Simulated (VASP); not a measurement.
## LaAgS2: single point with r2SCAN

Crystal: LaAgS2.

```xyz
4
Lattice="2.1300 1.2298 5.9292 -2.1300 1.2298 5.9292 0.0000 -2.4596 5.9292" Properties=species:S:1:pos:R:3 pbc="T T T"
Ag    2.1300    1.2298    5.9292
La    0.0000    0.0000    8.8939
S     0.0000    0.0000    4.4789
S     0.0000    0.0000   13.3088
```

```json
{"Program": "VASP 6.6.1", "Task": "single point", "Functional": "r2SCAN", "Potentials or basis": "VASP PAW PBE potentials, release 64 (Ag, La, S)", "Cutoff": "520 eV", "k mesh": "6 × 6 × 6", "Occupations": "gaussian, width 0.5 eV", "Spin": "no spin polarisation", "Dipole correction": "no", "Further INCAR settings": "ALGO = Normal; EDIFF = 1e-07; NBANDS = 25"}
```

The pressure is -0.2 GPa, the largest force is 0.009 eV/Å and the band gap on the k mesh is 2.69 eV, indirect (least direct gap 2.70 eV).

Forces on the atoms (eV/Å):
```
Ag   0.000  0.000  0.000
La   0.000  0.000  0.000
S    0.000  0.000 -0.009
S    0.000  0.000  0.009
```

Levels at points of the mesh, in eV from the valence-band top:
```tsv
k point	band 14	band 15	band 16	band 17	band 18	band 19	band 20	band 21
(0.00, 0.00, 0.00)	-1.23	-1.05	-1.05	-0.53	3.02	3.44	3.55	3.55
(0.50, 0.00, 0.00)	-2.49	-2.10	-0.19	-0.07	3.02	3.44	3.65	3.71
(0.50, 0.50, 0.00)	-1.72	-1.13	-0.86	-0.40	2.69	3.47	3.61	3.70
(0.50, 0.50, 0.50)	-2.18	-2.04	-0.03	-0.03	3.20	3.29	3.29	3.54
```

Run time: 5.9 min on 1 thread of Intel(R) Xeon(R) 6975P-C (Granite Rapids) (shared host), peak memory 0.42 GiB.

Caveat: the PAW data sets were made with another functional, which shifts forces and pressure a little; spin-orbit coupling is left out, which moves the levels of the heavy elements. r2SCAN opens gaps a little over a GGA but as a rule still falls short of measured ones.
